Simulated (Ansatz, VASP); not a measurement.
**Si: VASP beside Ansatz**

```xyz
2
Lattice="-2.2510 2.3685 1.2368 2.2510 -2.3685 1.2368 2.2510 2.3685 -1.2368" Properties=species:S:1:pos:R:3 pbc="T T T"
Si    0.0000    1.1843    1.3777
Si    2.2510    1.1843   -0.1410
```

Change from the starting cell: zz strain of -3 %, crystal datasets.

Alike in both runs: task electric field gradients; functional PBE; k mesh 16 × 16 × 16; occupations fermi-dirac, width 0.05 eV; no spin polarisation.

|  | VASP | Ansatz |
| --- | --- | --- |
| version | VASP 6.6.1 | Ansatz 0.2.0 |
| potentials or method | VASP PAW PBE potentials, release 64 (Si), cutoff 520 eV | all-electron PAW with datasets made for the crystal, scalar-relativistic |

```csv
,VASP,Ansatz,Ansatz less VASP
pressure (GPa),21.1,21.2,+0.08
"traceless stress, the component that is largest in VASP (GPa)",2.00,2.01,+0.008
rms of the force components (eV/Å),0.020,0.022,+0.0016
size of Vzz on the site where it differs most (V/Å²),23.5,23.5,+0.02
```

Atom by atom the forces differ by 0.002 eV/Å (rms over components). Ansatz ran all-electron here, and VASP with PAW potentials.
